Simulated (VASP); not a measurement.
# BeSe3 (I4/mmm) in VASP: a series of runs

The runs below take BeSe3 through single point, relaxation of cell and atoms, with PBE.

Everything below comes from runs of VASP 6.6.1. Logs are shortened: lines on timing, memory, paths and dates and some standing lists are left out, and cuts for length are marked.

### Step 1. The cell of the first run

Symmetry: I4/mmm, No. 139, tetragonal system. The conventional cell has a = 4.260 Å, b = 4.260 Å, c = 9.515 Å, α = 90.00°, β = 90.00°, γ = 90.00°. Within 4.0 Å of Be (site symmetry 4/mmm) lie 12 Se at 3.01 to 3.19 Å. Se (site symmetry 4/mmm) has 4 Be at 3.01 Å and 8 Se at 3.19 Å within 4.0 Å. Se (site symmetry -4m2) has 8 Se at 3.01 to 3.19 Å and 4 Be at 3.19 Å within 4.0 Å.

### Step 2. Single point, PBE

Contents of INCAR:

```
SYSTEM = BeSe3
PREC = Accurate ; ENCUT = 520
EDIFF = 1E-6 ; ISMEAR = 0
SIGMA = 0.1 ; LREAL = .FALSE.
LASPH = .TRUE. ; NELM = 100
ALGO = Normal ; ISIF = 2
LWAVE = .FALSE. ; LCHARG = .FALSE.
GGA = PE ; NBANDS = 18
```

Contents of KPOINTS:

```
regular mesh
0
G
  6 6 6
  0 0 0
```

Contents of POSCAR:

```
BeSe3
1.0
   -2.1298165012      2.1298165012      4.7575121846
    2.1298165012     -2.1298165012      4.7575121846
    2.1298165012      2.1298165012     -4.7575121846
Be Se
1 3
Direct
    0.0000000000      0.0000000000      0.0000000000
    0.5000000000      0.5000000000      0.0000000000
    0.2500000000      0.7500000000      0.5000000000
    0.7500000000      0.2500000000      0.5000000000
```

Potentials or basis: VASP PAW PBE potentials, release 64 (Be, Se).

The run is started by

```sh
cat potpaw_PBE.64/Be/POTCAR potpaw_PBE.64/Se/POTCAR > POTCAR
mpirun -np 1 vasp_std > vasp.out
```

OUTCAR:

```text
SYSTEM = BeSe3
   PREC = Accurate
   ENCUT = 520
   EDIFF = 1E-6
   ISMEAR = 0
   LREAL = .FALSE.
   LASPH = .TRUE.
   NELM = 100
   ISIF = 2
   GGA = PE

 ion  position               nearest neighbor table
   1  0.000  0.000  0.000-
   2  0.500  0.500  0.000-
   3  0.250  0.750  0.500-
   4  0.750  0.250  0.500-

  LATTYP: Found a body centered tetragonal cell.
 ALAT       =     4.2596330024
 C/A-ratio  =     2.2337662338

  Lattice vectors:

 A1 = (  -2.1298165012,   2.1298165012,   4.7575121846)
 A2 = (   2.1298165012,  -2.1298165012,   4.7575121846)
 A3 = (   2.1298165012,   2.1298165012,  -4.7575121846)

Analysis of symmetry for initial positions (statically):
=====================================================================
 Subroutine PRICEL returns:
 Original cell was already a primitive cell.

 Routine SETGRP: Setting up the symmetry group for a
 body centered tetragonal supercell.

 Subroutine GETGRP returns: Found 16 space group operations
 (whereof 16 operations were pure point group operations)
 out of a pool of 16 trial point group operations.

The static configuration has the point symmetry D_4h.

Analysis of symmetry for dynamics (positions and initial velocities):
=====================================================================
 Subroutine PRICEL returns:
 Original cell was already a primitive cell.

 Routine SETGRP: Setting up the symmetry group for a
 body centered tetragonal supercell.

 Subroutine GETGRP returns: Found 16 space group operations
 (whereof 16 operations were pure point group operations)
 out of a pool of 16 trial point group operations.

The dynamic configuration has the point symmetry D_4h.

 Subroutine INISYM returns: Found 16 space group operations
 (whereof 16 operations are pure point group operations),
 and found     1 'primitive' translations

----------------------------------------------------------------------------------------

                                     Primitive cell

  volume of cell :      86.3226

  direct lattice vectors                    reciprocal lattice vectors
    -2.129816501  2.129816501  4.757512185     0.000000000  0.234762009  0.105096946
     2.129816501 -2.129816501  4.757512185     0.234762009  0.000000000  0.105096946
     2.129816501  2.129816501 -4.757512185     0.234762009  0.234762009  0.000000000

  length of vectors
[... 85 lines left out ...]
   NELM   =    100;   NELMIN=  2; NELMDL= -5     # of ELM steps
   EDIFF  = 0.1E-05   stopping-criterion for ELM
   LREAL  =      F    real-space projection
   EDIFFG = 0.1E-04   stopping-criterion for IOM
   NSW    =      0    number of steps for IOM
   IBRION =     -1    ionic relax: 0-MD 1-quasi-New 2-CG
   NFREE  =      0    steps in history (QN), initial steepest desc. (CG)
   ISIF   =      2    stress and relaxation
   ISYM   =      2    0-nonsym 1-usesym 2-fastsym
   POTIM  = 0.5000    time-step for ionic-motion
   TEBEG  =    0.0;   TEEND  =   0.0 temperature during run
   PSTRESS=    0.0 pullay stress
   NELECT =      20.0000    total number of electrons
   NUPDOWN=      -1.0000    fix difference up-down
   EMIN   =  10.00;   EMAX   =-10.00  energy-range for DOS
   EFERMI =   0.00;   METHOD = LEGACY
   ISMEAR =     0;   SIGMA  =   0.10  broadening in eV -4-tet -1-fermi 0-gaus
   EFERMI_NEDOS =   21; number of points for ismear=-14 and -15
   IALGO  =     38    algorithm
   IMIX   =      4    mixing-type and parameters
     AMIX     =   0.40;   BMIX     =  1.00
     AMIX_MAG =   1.60;   BMIX_MAG =  1.00
  volume/ion in A,a.u.               =      21.58       145.63
  Fermi-wavevector in a.u.,A,eV,Ry     =   1.005488  1.900096 13.755564  1.011005
  Thomas-Fermi vector in A             =   2.138170
   LORBIT       =      0    0 simple, 1 ext, 2 COOP (PROOUT), +10 PAW based schemes
   GGA     = PE    functional components
   LHFCALC =     F    Hartree Fock is set to
   AEXX    =    0.0000 exact exchange contribution
   IVDW    =     0    specifies the selected vdW correction
   LEPSILON=     F    determine dielectric tensor
   LRPA    =     F    only Hartree local field effects (RPA)
 non-spin polarized calculation
 Gauss-broadening in eV      SIGMA  =   0.10
  energy-cutoff  :      520.00
  volume of cell :       86.32
 maximum number of plane-waves:      2340
 NGX is ok and might be reduce to    42
   NGX = 21   NGY = 21   NGZ = 21

 number of electron      19.9999998 magnetization

 Free energy of the ion-electron system (eV)
  ---------------------------------------------------
  ext. energy  EPLUGINS =         0.00000000
  ---------------------------------------------------
  free energy    TOTEN  =       -10.96221040 eV

  energy without entropy =      -10.95281012  energy(sigma->0) =      -10.95751026

 E-fermi :   3.8821     XC(G=0):  -9.6521

 val. band max:        3.8802761375   @ k =   0.5000   0.5000   0.1667
 cond. band min:       3.9802184213   @ k =  -0.3333   0.5000   0.1667
 fundamental gap:      0.0999422838
 Fermi energy:         3.8820631900

 k-point     1 :       0.0000    0.0000    0.0000
  band No.  band energies     occupation
      1     -11.0139      2.00000
      2      -7.8870      2.00000
      3      -7.3512      2.00000
      4      -1.3138      2.00000
      5       0.0198      2.00000
      6       0.0198      2.00000
[... 481 lines left out ...]
      5      -0.2237      2.00000
      6      -0.1698      2.00000
[... 10 lines left out ...]
     17      10.4694      0.00000
     18      11.3739      0.00000

 [... further k-points ...]

------------------------ aborting loop because EDIFF is reached ----------------------------------------

  FORCE on cell =-STRESS in cart. coord.  units (eV):
  Direction    XX          YY          ZZ          XY          YZ          ZX
  --------------------------------------------------------------------------------------
  -------------------------------------------------------------------------------------
  Total       -5.5784748     -5.5784748     -1.0824384      0.0000000     -0.0000000      0.0000000
  in kB     -103.5384795   -103.5384795    -20.0904431      0.0000000     -0.0000000      0.0000000
  external PRESSURE =     -75.7224674 kB  Pullay stress =       0.0000000 kB

 VOLUME and BASIS-vectors are now :
 -----------------------------------------------------------------------------
  energy-cutoff  :      520.00
  volume of cell :       86.32
      direct lattice vectors                 reciprocal lattice vectors
    -2.129816501  2.129816501  4.757512185     0.000000000  0.234762009  0.105096946
     2.129816501 -2.129816501  4.757512185     0.234762009  0.000000000  0.105096946
     2.129816501  2.129816501 -4.757512185     0.234762009  0.234762009  0.000000000

 POSITION                                       TOTAL-FORCE (eV/Angst)
 -----------------------------------------------------------------------------------
      0.00000      0.00000      0.00000        -0.000000     -0.000000     -0.000000
      0.00000      0.00000      4.75751        -0.000000     -0.000000     -0.000000
      2.12982      0.00000      2.37876        -0.000000      0.000000      0.000000
      0.00000      2.12982      2.37876         0.000000      0.000000     -0.000000
 -----------------------------------------------------------------------------------
    total drift:                               -0.000000      0.000000      0.000000

  FREE ENERGIE OF THE ION-ELECTRON SYSTEM (eV)
  ---------------------------------------------------
  free  energy   TOTEN  =       -10.9622104004 eV

  energy  without entropy=      -10.9528101241  energy(sigma->0) =      -10.95751026
```

OSZICAR:

```text
N       E                     dE             d eps       ncg     rms          rms(c)
DAV:   1     0.803489487224E+02    0.80349E+02   -0.81665E+03  1080   0.935E+02
DAV:   2    -0.513041388598E+01   -0.85479E+02   -0.81975E+02  1440   0.149E+02
DAV:   3    -0.110916423027E+02   -0.59612E+01   -0.58951E+01  1368   0.431E+01
DAV:   4    -0.111387794839E+02   -0.47137E-01   -0.47109E-01  1318   0.455E+00
DAV:   5    -0.111390122955E+02   -0.23281E-03   -0.23278E-03  1336   0.344E-01    0.484E+00
DAV:   6    -0.109800249098E+02    0.15899E+00   -0.29631E-01  1352   0.206E+00    0.289E+00
DAV:   7    -0.109636403042E+02    0.16385E-01   -0.48420E-02  1412   0.115E+00    0.121E+00
DAV:   8    -0.109620437532E+02    0.15966E-02   -0.10576E-02  1216   0.556E-01    0.251E-01
DAV:   9    -0.109621915639E+02   -0.14781E-03   -0.96398E-04  1376   0.162E-01    0.743E-02
DAV:  10    -0.109622092818E+02   -0.17718E-04   -0.87074E-05  1226   0.472E-02    0.239E-02
DAV:  11    -0.109622105887E+02   -0.13068E-05   -0.19418E-05  1184   0.277E-02    0.549E-03
DAV:  12    -0.109622104004E+02    0.18823E-06   -0.26620E-06  1060   0.928E-03
   1 F= -.10962210E+02 E0= -.10957510E+02  d E =-.940028E-02
```

stdout:

```text
POSCAR found type information on POSCAR BeSe
 POSCAR found :  2 types and       4 ions
 scaLAPACK will be used
 LDA part: xc-table for (Slater+PW92), standard interpolation
 POSCAR, INCAR and KPOINTS ok, starting setup
 FFT: planning ... GRIDC
 FFT: planning ... GRID_SOFT
 FFT: planning ... GRID
 WAVECAR not read
 entering main loop
```

It took 75 s on 1 thread of Intel Xeon 8259CL, shared host; peak memory 0.26 GiB.

Results:

| Quantity | Value |
| --- | --- |
| Free energy | -10.9622 eV |
| Pressure | -7.6 GPa |
| Band gap on the k mesh | zero (bands 10 and 11 overlap by 0.99 eV) |

Stress tensor (GPa, compression positive):
```
-10.35   0.00   0.00
  0.00 -10.35   0.00
  0.00   0.00  -2.01
```

Caveat: the stress differs along the axes, from -10 to -2 GPa.

### Step 3. Single point, PBE

This run uses another cell than the first one, of 27.92 Å³/atom.

Contents of INCAR:

```
SYSTEM = BeSe3
PREC = Accurate
ENCUT = 520
EDIFF = 1E-6
ISMEAR = 0
SIGMA = 0.1
LREAL = .FALSE.
LASPH = .TRUE.
NELM = 80
ALGO = Normal
ISIF = 2
LWAVE = .FALSE.
LCHARG = .FALSE.
GGA = PE
NBANDS = 18
```

Contents of KPOINTS:

```
Automatic mesh
0
G
  6 6 6
  0 0 0
```

Contents of POSCAR:

```
BeSe3
1.0
   -1.7795013559      1.7795013559      8.8155823413
    1.7795013559     -1.7795013559      8.8155823413
    1.7795013559      1.7795013559     -8.8155823413
Be Se
1 3
Direct
    0.0000000000      0.0000000000      0.0000000000
    0.5000000000      0.5000000000      0.0000000000
    0.2500000000      0.7500000000      0.5000000000
    0.7500000000      0.2500000000      0.5000000000
```

Potentials or basis: VASP PAW PBE potentials, release 64 (Be, Se).

The run is started by

```sh
cat potpaw_PBE.64/Be/POTCAR potpaw_PBE.64/Se/POTCAR > POTCAR
mpirun -np 1 vasp_std > vasp.out
```

Run time: 8.4 min. Hardware: 1 thread of Intel Xeon 8259CL, shared host; peak memory 0.66 GiB.

The run converged. Its results:

```
Free energy            : -13.1498 eV
Pressure               : 0.1 GPa
Band gap on the k mesh : zero (bands 10 and 11 overlap by 2.05 eV)
```

Levels at points of the mesh, in eV from the Fermi level:
```csv
k point,band 8,band 9,band 10,band 11,band 12,band 13
"(0.00, 0.00, 0.00)",-1.46,-1.46,1.00,1.39,3.40,3.87
"(0.50, 0.00, 0.00)",-2.14,-1.08,-0.94,-0.92,-0.02,2.11
"(0.50, 0.50, 0.00)",-1.59,-1.57,-0.49,-0.38,3.55,5.04
"(0.50, 0.50, 0.50)",-1.46,-1.46,1.12,1.39,3.41,4.44
```

### Step 4. Relaxation of cell and atoms, PBE

Contents of INCAR:

```
  PREC = Accurate
  ENCUT = 600
  EDIFF = 1E-6
  ISMEAR = 0
  SIGMA = 0.1
  LREAL = F
  LASPH = T
  NELM = 100
  ALGO = Normal
  ISIF = 3
  LWAVE = F
  LCHARG = F
  GGA = PE
  IBRION = 2
  NSW = 90
  EDIFFG = -0.04
```

Contents of KPOINTS:

```
regular mesh
0
Gamma
  6 6 6
```

Contents of POSCAR:

```
BeSe3
1.0
   -2.1298165012      2.1298165012      4.7575121846
    2.1298165012     -2.1298165012      4.7575121846
    2.1298165012      2.1298165012     -4.7575121846
Be Se
1 3
Direct
    0.0000000000      0.0000000000      0.0000000000
    0.5000000000      0.5000000000      0.0000000000
    0.2500000000      0.7500000000      0.5000000000
    0.7500000000      0.2500000000      0.5000000000
```

The run is started by

```sh
cat potpaw_PBE.64/Be/POTCAR potpaw_PBE.64/Se/POTCAR > POTCAR
mpirun -np 1 vasp_std > vasp.out
```

It took 23 min on 1 thread of Intel Xeon 8259CL, shared host; peak memory 0.37 GiB.

The run converged. Its results:

* Free energy: -13.1285 eV
* Relaxed volume: 26.50 Å³/atom
* Relaxed cell: a = 8.746 Å, b = 8.746 Å, c = 8.746 Å, α = 156.54°, β = 156.54°, γ = 33.42°
* Space group after relaxing (to 0.1 Å): I4/mmm (No. 139)
* Energy gained by relaxing: 541.5 meV/atom
* Ionic steps: 17
* Pressure after relaxing: 0.1 GPa
* Band gap on the k mesh: zero (bands 10 and 11 overlap by 2.06 eV)

Stress tensor (GPa, compression positive):
```
 0.17  0.00  0.00
 0.00  0.17  0.00
 0.00  0.00 -0.15
```

Step by step:
```tsv
step	energy change (eV)	largest force (eV/Å)	pressure (GPa)	volume (Å³)
1	0.0000	0.0000	-7.57	86.32
2	-0.4999	0.0000	0.10	74.12
3	-0.5181	0.0000	2.33	72.00
4	-0.7554	0.0000	3.46	71.77
5	-1.0146	0.0000	12.51	69.62
6	-1.1072	0.0000	11.63	70.78
7	-1.3969	0.0000	9.59	74.18
8	-1.7876	0.0000	8.96	80.57
9	-1.8022	0.0000	9.70	82.90
10	-2.0272	0.0000	4.26	87.84
11	-2.0963	0.0000	1.18	92.00
12	-2.1010	0.0000	0.31	93.36
13	-2.1010	0.0000	0.18	93.58
14	-2.1089	0.0000	0.15	94.15
15	-2.1287	0.0000	0.09	95.85
16	-2.1540	0.0000	0.03	99.24
17	-2.1662	0.0000	0.06	105.98
```

Final structure:
```cif
data_structure
_symmetry_space_group_name_H-M 'P 1'
_symmetry_Int_Tables_number 1
_cell_length_a 8.7462
_cell_length_b 8.7462
_cell_length_c 8.7462
_cell_angle_alpha 156.535
_cell_angle_beta 156.535
_cell_angle_gamma 33.425
_cell_volume 105.98
loop_
_atom_site_label
_atom_site_type_symbol
_atom_site_fract_x
_atom_site_fract_y
_atom_site_fract_z
_atom_site_occupancy
Be1 Be 0.00000 0.00000 0.00000 1
Se1 Se 0.50000 0.50000 0.00000 1
Se2 Se 0.25000 0.75000 0.50000 1
Se3 Se 0.75000 0.25000 0.50000 1
```

Levels at points of the mesh, in eV from the Fermi level:
| k point | band 8 | band 9 | band 10 | band 11 | band 12 | band 13 |
| --- | --- | --- | --- | --- | --- | --- |
| (0.00, 0.00, 0.00) | -1.47 | -1.47 | 0.99 | 1.39 | 3.37 | 4.03 |
| (0.50, 0.00, 0.00) | -2.15 | -1.05 | -0.94 | -0.90 | -0.01 | 2.12 |
| (0.50, 0.50, 0.00) | -1.60 | -1.57 | -0.50 | -0.39 | 3.47 | 5.02 |
| (0.50, 0.50, 0.50) | -1.46 | -1.46 | 1.15 | 1.39 | 3.40 | 4.45 |

Caveat: the volume moved by over 15 % at a fixed basis, so the end points are rough.

### Step 5. Overview

```tsv
task	cell	cutoff (eV)	gap on the mesh (eV)	pressure (GPa)
single point	a = 5.631 Å, angles 135.6, 135.6, 64.7°, 4 atoms	520	none	-7.6
single point	a = 9.168 Å, angles 157.6, 157.6, 31.9°, 4 atoms	520	none	0.1
relaxation of cell and atoms	relaxed from a = 5.631 Å, angles 135.6, 135.6, 64.7°, 4 atoms	600	none	0.1
```

Alike in all rows: level PBE; potentials or basis VASP PAW PBE potentials, release 64 (Be, Se); no spin polarisation; k mesh 6 × 6 × 6; smearing gaussian 0.1 eV.

Caveats: the stress differs along the axes, from -10 to -2 GPa (at least some runs); the volume moved by over 15 % at a fixed basis, so the end points are rough (at least some runs).

Total energies depend on the potentials used, so only differences within one code and one set of settings carry meaning.

The gap in the log of VASP goes by the Fermi energy; the results here count the filled bands.